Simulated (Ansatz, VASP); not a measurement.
**One calculation of BP, two programs**

```
B P
1.0
     3.21411    0.00000    0.00000
    -1.60706    2.78350    0.00000
     0.00000    0.00000    9.85048
B P
2 2
Direct
  0.33333 0.66667 0.25000
  0.66667 0.33333 0.75000
  0.33333 0.66667 0.75000
  0.66667 0.33333 0.25000
```

Change from the starting cell: species swapped into the BN type (P6_3/mmc, No. 194).

Alike in both runs: functional PBE; k mesh 12 × 12 × 4; occupations gaussian, width 0.02 eV; no spin polarisation.

Ansatz relaxed the structure, and its values are those at the end. VASP's run is a single point on that final structure, the one shown.

|  | VASP | Ansatz |
| --- | --- | --- |
| version | VASP 6.6.1 | Ansatz 0.2.0 |
| potentials or method | VASP PAW PBE potentials, release 64 (B, P), cutoff 520 eV | scalar-relativistic, plane waves, PAW |
| valence electrons in the cell | 16 | 16 |

```tsv
	VASP	Ansatz	Ansatz less VASP
gap on the k mesh at the Fermi level (eV)	0.91	0.89	-0.012
least direct gap on the mesh (eV)	0.91	0.89	-0.012
pressure (GPa)	-0.1	0.0	+0.13
```
